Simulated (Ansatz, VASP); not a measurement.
**Two plane-wave programs on Si2W**

```
CELL_PARAMETERS angstrom
-1.61453 1.61453 3.93355
1.61453 -1.61453 3.93355
1.61453 1.61453 -3.93355
ATOMIC_POSITIONS crystal
Si 0.33456 0.33456 0.00000
Si 0.66544 0.66544 0.00000
W 0.00000 0.00000 0.00000
```

Alike in both runs: task relaxation of cell and atoms; functional PBEsol; k mesh 18 × 18 × 18; occupations gaussian, width 0.1 eV; no spin polarisation.

```csv
,VASP,Ansatz
version,VASP 6.6.1,Ansatz 0.2.0
potentials or method,"VASP PAW PBE potentials, release 64 (Si, W_sv), cutoff 600 eV","scalar-relativistic, plane waves, PAW"
valence electrons in the cell,22,22
```

|  | VASP | Ansatz | Ansatz less VASP |
| --- | --- | --- | --- |
| gap on the k mesh at the Fermi level, each at its own relaxed structure (eV) | none | none | - |
| relaxed volume (Å³/atom) | 13.38 | 13.36 | -0.023 |
| relaxed cell length with the largest relative difference (Å) | 4.519 | 4.517 | -0.0021 |

VASP's potentials were made for PBE, not for PBEsol. A gap of «none» marks a metal or a gap that the smearing closes.

Neither program's run includes spin-orbit coupling.
